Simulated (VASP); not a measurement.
Crystal: NaH.

```
Na H
1.0
     0.00000    2.44000    2.44000
     2.44000    0.00000    2.44000
     2.44000    2.44000    0.00000
Na H
1 1
Direct
  0.00000 0.00000 0.00000
  0.50000 0.50000 0.50000
```

Base run:

| Property | Result |
| --- | --- |
| Program | VASP 6.6.1 |
| Functional | LDA |
| Potentials or basis | VASP PAW LDA potentials, release 64 (Na_pv, H) |
| Cutoff | 500 eV |
| k mesh | 12 × 12 × 12 |
| Occupations | gaussian, width 0.05 eV |
| Spin | no spin polarisation |

Its results: band gap on the k mesh 3.36 eV (least direct gap 4.26 eV); pressure -2.7 GPa.

Problem. The run is repeated on the same cell with these changes: functional from LDA to PBE; potentials or basis from VASP PAW LDA potentials, release 64 (Na_pv, H) to VASP PAW PBE potentials, release 64 (Na_pv, H). What comes out?

Solution. Band gap on the k mesh 3.71 eV (least direct gap 4.55 eV); pressure -0.7 GPa.

A k mesh can miss the band edges.
